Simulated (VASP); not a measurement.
MgO:

```
Mg O
1.0
     3.24026    0.00000    0.00000
    -1.62013    2.80615    0.00000
     0.00000    0.00000    4.88116
Mg O
2 2
Direct
  0.66667 0.33333 0.50216
  0.33333 0.66667 0.00216
  0.66667 0.33333 0.90244
  0.33333 0.66667 0.40244
```

This cell differs from its parent crystal: volume scaled by 0.94.

Base run:

* Program: VASP 6.6.1
* Functional: PBEsol
* Potentials or basis: VASP PAW PBE potentials, release 64 (Mg, O)
* Cutoff: 520 eV
* k mesh: 9 × 9 × 6
* Occupations: fermi-dirac, width 0.05 eV
* Spin: no spin polarisation

Its results: band gap on the k mesh 3.69 eV, direct; pressure 8.8 GPa; largest force 0.055 eV/Å.

Task: The run is repeated on the same cell with these changes: functional from PBEsol to r2SCAN. What comes out?

Result: Band gap on the k mesh 4.49 eV, direct; pressure 7.7 GPa; largest force 0.035 eV/Å.

r2SCAN gives the wider gap, since meta-GGAs in the generalised Kohn-Sham scheme recover part of the derivative discontinuity.

Caveats: the PAW data sets were made with another functional, which shifts forces and pressure a little.

A k mesh can miss the band edges.
